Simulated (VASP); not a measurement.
Set up this calculation in VASP 6.6.1, as the native input.

| Item | Value |
| --- | --- |
| Task | single point |
| Functional | PBE |
| Potentials or basis | VASP PAW PBE potentials, release 64 (Nb_sv, Cl) |
| Cutoff | 520 eV |
| k mesh | 4 × 4 × 4 |
| Occupations | gaussian, width 0.1 eV |
| Spin | collinear spin |
| Starting moments | [0.6, 0.6, 0.0, 0.0] μB |
| Dipole correction | no |
| Further INCAR settings | ALGO = Normal; EDIFF = 1e-06; NBANDS = 32 |

The structure of NbCl lies in POSCAR:

```
NbCl
1.0
    3.8830396306      0.0000000000      0.0000000000
    0.0000000000      3.8830396306      0.0000000000
    0.0000000000      0.0000000000      4.9187090803
Nb Cl
2 2
Direct
    0.0000000000      0.5000000000      0.3590219680
    0.5000000000      0.0000000000      0.6409780320
    0.0000000000      0.0000000000      0.0000000000
    0.5000000000      0.5000000000      0.0000000000
```

The input as run:

INCAR

```
  PREC = Accurate
  ENCUT = 520
  EDIFF = 1E-6
  ISMEAR = 0
  SIGMA = 0.1
  LREAL = False
  LASPH = True
  NELM = 150
  ALGO = Normal
  ISIF = 2
  LWAVE = False
  LCHARG = True
  ISPIN = 2
  MAGMOM = 0.6 0.6 0 0
  LORBIT = 11
  LMAXMIX = 4
  GGA = PE
  LELF = True
  LVHAR = True
  NBANDS = 32
```

KPOINTS

```
regular mesh
0
Gamma
  4 4 4
```

Potentials or basis: VASP PAW PBE potentials, release 64 (Nb_sv, Cl).

Launch:

```console
$ cat potpaw_PBE.64/Nb_sv/POTCAR potpaw_PBE.64/Cl/POTCAR > POTCAR
$ mpirun -np 1 vasp_std > vasp.out
```

Results of the run:

```json
{
 "Pressure": "-0.2 GPa",
 "Largest force": "0.009 eV/Å",
 "Band gap on the k mesh": "zero (filled and empty bands overlap)",
 "Net moment": "0.00 μB per cell",
 "Valence electrons inside the program's atomic spheres": "Nb 10.49; Cl 5.13"
}
```

Caveat: the k points lie up to 0.40 Å⁻¹ apart, too coarse for converged energies and pressures of a metal.

It took 77 s on 1 thread of Intel(R) Xeon(R) Platinum 8488C (Sapphire Rapids) (shared host), peak memory 0.23 GiB.
